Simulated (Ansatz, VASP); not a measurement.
Te: VASP beside Ansatz

```
CELL_PARAMETERS angstrom
2.92250 0.00000 0.00000
0.00000 2.92250 0.00000
0.00000 0.00000 2.92250
ATOMIC_POSITIONS crystal
Te 0.00000 0.00000 0.00000
```

Change from the starting cell: volume scaled by 0.76, LAPW.

Alike in both runs: task single point; functional PBE; k mesh 12 × 12 × 12; occupations fermi-dirac, width 0.08 eV; no spin polarisation.

|  | VASP | Ansatz |
| --- | --- | --- |
| version | VASP 6.6.1 | Ansatz 0.2.0 |
| potentials or method | VASP PAW PBE potentials, release 64 (Te), cutoff 520 eV | all-electron LAPW, scalar-relativistic |

```tsv
	VASP	Ansatz	Ansatz less VASP
pressure (GPa)	26.3	26.2	-0.10
```

Ansatz ran all-electron here, and VASP with PAW potentials.

Neither program's run includes spin-orbit coupling.
